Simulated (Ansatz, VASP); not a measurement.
GaN: VASP beside Ansatz

```
Ga N
1.0
     3.18315    0.00000    0.00000
    -1.59157    2.75669    0.00000
     0.00000    0.00000    4.90941
Ga N
2 2
Direct
  0.33333 0.66667 0.99345
  0.66667 0.33333 0.49345
  0.33333 0.66667 0.38155
  0.66667 0.33333 0.88155
```

Change from the starting cell: uniaxial_z strain -5.3%.

Alike in both runs: task single point; functional PBE; k mesh 12 × 12 × 6; occupations fermi-dirac, width 0.02 eV; no spin polarisation.

```csv
,VASP,Ansatz
version,VASP 6.6.1,Ansatz 0.2.0
potentials or method,"VASP PAW PBE potentials, release 64 (Ga_d, N)","plane waves, PAW"
plane-wave cutoff (eV),520,420
valence electrons in the cell,36,36
```

Ansatz gave:

```
gap on the k mesh at the Fermi level (eV)                     : 2.18
pressure (GPa)                                                : 18.2
traceless stress, the component that is largest in VASP (GPa) : 10.04
rms of the force components (eV/Å)                            : 0.019
```

**Question.** What did VASP give for the same quantities?

**Answer.** gap on the k mesh at the Fermi level (eV): 2.19; pressure (GPa): 18.2; traceless stress, the component that is largest in VASP (GPa): 10.14; rms of the force components (eV/Å): 0.016.

Atom by atom the forces differ by 0.003 eV/Å (rms over components).
